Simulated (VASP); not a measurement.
**LiF: single point with PBE**

Crystal: LiF.

```
Li F
1.0
     3.15996    0.00000    0.00000
    -1.57998    2.73661    0.00000
     0.00000    0.00000    4.79682
Li F
2 2
Direct
  0.33333 0.66667 0.37087
  0.66667 0.33333 0.87087
  0.33333 0.66667 0.99393
  0.66667 0.33333 0.49393
```

This cell differs from its parent crystal: c/a of the conventional cell at fixed volume 1.5180.

| Quantity | Value |
| --- | --- |
| Program | VASP 6.6.1 |
| Task | single point |
| Functional | PBE |
| Potentials or basis | VASP PAW PBE potentials, release 64 (Li_sv, F) |
| Cutoff | 520 eV |
| k mesh | 9 × 9 × 6 |
| Occupations | gaussian, width 0.05 eV |
| Spin | no spin polarisation |
| Dipole correction | no |
| Further INCAR settings | ALGO = Normal; EDIFF = 1e-06; NBANDS = 18 |

* Largest force: 0.314 eV/Å
* Band gap on the k mesh: 7.60 eV, direct

Forces in eV/Å, atoms in the order of the input:
```
Li   0.000  0.000  0.314
Li   0.000  0.000  0.314
F    0.000  0.000 -0.314
F    0.000  0.000 -0.314
```

Levels at points of the mesh, in eV from the valence-band top:
```csv
k point,band 7,band 8,band 9,band 10,band 11,band 12,band 13,band 14
"(0.00, 0.00, 0.00)",-0.44,-0.10,-0.10,0.00,7.60,11.98,15.04,18.04
"(0.00, 0.00, 0.50)",-0.27,-0.27,-0.27,-0.27,9.27,9.27,17.67,17.67
```

It took 43 s on 1 thread of AMD EPYC 7R13 Processor (Zen 3) (shared host), peak memory 0.13 GiB.

 A k mesh can miss the band edges.
